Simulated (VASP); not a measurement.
Here is a VASP 6.6.1 calculation.

Contents of POSCAR:

```
Ir
1.0
    0.0000000000      1.9531703226      1.9531703226
    1.9531703226      0.0000000000      1.9531703226
    1.9531703226      1.9531703226      0.0000000000
Ir
1
Direct
    0.0000000000      0.0000000000      0.0000000000
```

File INCAR.step1:

```
ALGO = Normal
EDIFF = 1E-5
ENCUT = 460
GGA = PE
GGA_COMPAT = F
ISIF = 2
ISMEAR = -1
LASPH = T
LCHARG = F
LREAL = F
LWAVE = T
NBANDS = 14
NELM = 120
PREC = Accurate
SIGMA = 0.05
```

The input INCAR.step2:

```
AEXX = 0.1
ALGO = Normal
EDIFF = 1E-6
ENCUT = 460
GGA_COMPAT = F
ISIF = 2
ISMEAR = -1
ISTART = 1
LASPH = T
LCHARG = F
LHFCALC = T
LMIXTAU = T
LREAL = F
LWAVE = F
METAGGA = R2SCAN
NBANDS = 14
NELM = 120
PREC = Accurate
PRECFOCK = Normal
SIGMA = 0.05
```

Contents of KPOINTS:

```
k-points
0
Gamma
  6 6 6
```

Potentials or basis: VASP PAW PBE potentials, release 64 (Ir_sv_GW).

The run is started by

```sh
$ cat potpaw_PBE.64/Ir_sv_GW/POTCAR > POTCAR
$ cp INCAR.step1 INCAR
$ mpirun -np 1 vasp_std > vasp.out
$ cp INCAR.step2 INCAR
$ mpirun -np 1 vasp_std > vasp.out
```

Predict the band gap on the k mesh.

zero (an odd number of electrons rules out a gap without spin polarisation).

Estimate the pressure.

-22.4 GPa.

Caveat: the k points lie up to 0.46 Å⁻¹ apart, too coarse for converged energies and pressures of a metal; the PAW data sets were made with another functional, which shifts forces and pressure a little; spin-orbit coupling is left out, which moves the levels of the heavy elements.
